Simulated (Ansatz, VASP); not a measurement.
# K in VASP and in Ansatz

INCAR

```
SYSTEM = K
PREC = Accurate
ENCUT = 520
EDIFF = 1E-6
ISMEAR = -1
SIGMA = 0.08
LREAL = .FALSE.
LASPH = .TRUE.
NELM = 100
ALGO = Normal
ISIF = 2
LWAVE = .FALSE.
LCHARG = .FALSE.
NBANDS = 10
```

The input KPOINTS:

```
regular mesh
0
G
  12 12 12
  0 0 0
```

The input POSCAR:

```
K
1.0
    0.0000000000      2.7966320049      2.7966320049
    2.7966320049      0.0000000000      2.7966320049
    2.7966320049      2.7966320049      0.0000000000
K
1
Direct
    0.0000000000      0.0000000000      0.0000000000
```

Input for Ansatz:

```yaml
crystal:
  lattice:
    - [0.0, 2.7966320049, 2.7966320049]
    - [2.7966320049, 0.0, 2.7966320049]
    - [2.7966320049, 2.7966320049, 0.0]
  atoms:
    - { symbol: K, position: [0.0, 0.0, 0.0] }
kpoints:
  mp_grid: { grid: [12, 12, 12] }
scf:
  occupations: { method: fermi_dirac, width: 0.08 }
hamiltonian:
  xc: lda
  pseudopotentials: { kind: all_electron, lapw: { basis_error: 0.001 } }
output:
  forces: true
  stress: true
  eigenvalues: true
  populations: true
```

Change from the starting cell: volume scaled by 0.68, LAPW.

Alike in both runs: task single point; functional LDA; k mesh 12 × 12 × 12; occupations fermi-dirac, width 0.08 eV; no spin polarisation.

|  | VASP | Ansatz |
| --- | --- | --- |
| version | VASP 6.6.1 | Ansatz 0.2.0 |
| potentials or method | VASP PAW LDA potentials, release 64 (K_sv), cutoff 520 eV | all-electron LAPW, scalar-relativistic |

```csv
,VASP,Ansatz,Ansatz less VASP
pressure (GPa),3.5,3.5,+0.01
```

LDA's correlation is that of Perdew and Zunger in VASP and of Perdew and Wang (1992) in Ansatz. Ansatz ran all-electron here, and VASP with PAW potentials.
